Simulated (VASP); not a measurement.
Input of a VASP 6.6.1 run:

Contents of POSCAR:

```
Mg
1.0
    2.8977848105      0.0000000000      0.0000000000
   -1.4488924053      2.5095552606      0.0000000000
    0.0000000000      0.0000000000      3.1209585092
Mg
1
Direct
    0.0000000000      0.0000000000      0.0000000000
```

INCAR.step1

```
SYSTEM = Mg
PREC = Accurate
ENCUT = 520
ISMEAR = 0
SIGMA = 0.15
LREAL = .FALSE.
LASPH = .TRUE.
NELM = 60
NBANDS = 7
GGA = PE
ALGO = Normal
EDIFF = 1E-4
LWAVE = .TRUE.
LCHARG = .FALSE.
```

INCAR.step2

```
SYSTEM = Mg
PREC = Accurate
ENCUT = 520
EDIFF = 1E-6
ISMEAR = 0
SIGMA = 0.15
LREAL = .FALSE.
LASPH = .TRUE.
NELM = 60
ALGO = Normal
ISIF = 2
LWAVE = .FALSE.
LCHARG = .FALSE.
METAGGA = R2SCAN
LMIXTAU = .TRUE.
NBANDS = 7
ISTART = 1
```

KPOINTS

```
regular mesh
0
G
  18 18 16
  0 0 0
```

Potentials or basis: VASP PAW PBE potentials, release 64 (Mg).

Run with:

```bash
$ cat potpaw_PBE.64/Mg/POTCAR > POTCAR
$ cp INCAR.step1 INCAR
$ mpirun -np 1 vasp_std > vasp.out
$ cp INCAR.step2 INCAR
$ mpirun -np 1 vasp_std > vasp.out
```

Q: Estimate the pressure.

A: 4.7 GPa.

Q: What does it give for the band gap on the k mesh?

A: Zero (band 1 reaches 5.78 eV, above the bottom of band 2 at -0.39 eV).

Stress tensor (GPa, compression positive):
```
 7.69  0.00  0.00
 0.00  7.69  0.00
 0.00  0.00 -1.41
```

Caveat: the cell differs from its parent crystal (strain -0.050 along x and y, +0.025 along z); the PAW data sets were made with another functional, which shifts forces and pressure a little.
